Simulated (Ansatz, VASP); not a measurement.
## Al7CrO12: VASP beside Ansatz

```
Cr Al O
1.0
     4.75400    2.74472    8.66000
    -2.37700    1.37236    4.33000
     0.00000   -2.74472    4.33000
Cr Al O
1 7 12
Direct
  0.42483 0.84888 0.85015
  0.92619 0.85348 0.85189
  0.32271 0.64889 0.64802
  0.82552 0.64752 0.64828
  0.07251 0.15249 0.14939
  0.57636 0.14528 0.14859
  0.17378 0.35371 0.35312
  0.67808 0.34975 0.35054
  0.02810 0.44478 0.75011
  0.52919 0.43335 0.75284
  0.37558 0.05715 0.43378
  0.87583 0.05724 0.44456
  0.21638 0.75423 0.05869
  0.72266 0.74869 0.05597
  0.47374 0.54176 0.26423
  0.97066 0.55888 0.25068
  0.12460 0.94585 0.55547
  0.63311 0.94271 0.54503
  0.27098 0.26383 0.94791
  0.77919 0.25154 0.94076
```

Alike in both runs: task single point; functional PBEsol; k mesh 2 × 4 × 4; occupations gaussian, width 0.05 eV; collinear spin; Hubbard terms Cr d U = 3.0 eV.

|  | VASP | Ansatz |
| --- | --- | --- |
| version | VASP 6.6.1 | Ansatz 0.2.0 |
| potentials or method | VASP PAW PBE potentials, release 64 (Cr_pv, Al, O), cutoff 520 eV | scalar-relativistic, plane waves, PAW |
| valence electrons in the cell | 105 | 107 |

```tsv
	VASP	Ansatz	Ansatz less VASP
gap on the k mesh at the Fermi level (eV)	3.85	3.83	-0.021
least direct gap on the mesh (eV)	3.86	3.83	-0.026
pressure (GPa)	7.6	7.0	-0.58
traceless stress, the component that is largest in VASP (GPa)	-1.12	-1.08	+0.042
rms of the force components (eV/Å)	0.032	0.008	-0.0237
net moment per atom (μB)	0.15	0.15	0.000
size of the moment on the site where the two differ most (μB)	2.88	2.38	-0.498
```

VASP's potentials were made for PBE, not for PBEsol. Site moments also hang on the region over which each program counts them. The programs project onto different local orbitals, so the same U acts differently, and such runs can settle in different states. Atom by atom the forces differ by 0.031 eV/Å (rms over components). VASP's potentials hold 105 valence electrons a cell and Ansatz's 107, so a difference there can come from the potentials and not from the codes.
